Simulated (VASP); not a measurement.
Ta2N:

```
CELL_PARAMETERS angstrom
3.11286 0.00000 0.00000
-1.55643 2.69582 0.00000
0.00000 0.00000 4.86984
ATOMIC_POSITIONS crystal
Ta 0.66667 0.33333 0.74529
Ta 0.33333 0.66667 0.25471
N 0.00000 0.00000 0.00000
```

* Program: VASP 6.6.1
* Task: relaxation of cell and atoms
* Functional: LDA
* Potentials or basis: VASP PAW LDA potentials, release 64 (Ta_sv_GW, N)
* Cutoff: 700 eV
* k mesh: 9 × 9 × 4
* Occupations: gaussian, width 0.1 eV
* Spin: no spin polarisation

At the start: pressure -13.8 GPa; volume 13.62 Å³/atom.

Problem. Where does the relaxation end?

Solution. Over 6 steps the energy falls by 30.1 meV/atom and the volume is 13.00 Å³/atom (-4.6 %); space group P-3m1 (No. 164, to 0.1 Å) before and after.

Step by step:
```csv
step,energy change (eV),largest force (eV/Å),pressure (GPa),volume (Å³)
1,0.0000,0.5760,-13.79,40.87
2,0.6569,1.7180,55.39,34.32
3,-0.0891,0.1540,-0.60,39.06
4,-0.0893,0.1316,0.05,38.98
5,-0.0893,0.1209,0.36,38.94
6,-0.0903,0.0155,0.28,38.99
```

Final structure:
```cif
data_structure
_symmetry_space_group_name_H-M 'P 1'
_symmetry_Int_Tables_number 1
_cell_length_a 3.0685
_cell_length_b 3.0685
_cell_length_c 4.7822
_cell_angle_alpha 90.000
_cell_angle_beta 90.000
_cell_angle_gamma 120.000
_cell_volume 38.99
loop_
_atom_site_label
_atom_site_type_symbol
_atom_site_fract_x
_atom_site_fract_y
_atom_site_fract_z
_atom_site_occupancy
Ta1 Ta 0.66667 0.33333 0.74776 1
Ta2 Ta 0.33333 0.66667 0.25224 1
N1 N 0.00000 0.00000 0.00000 1
```
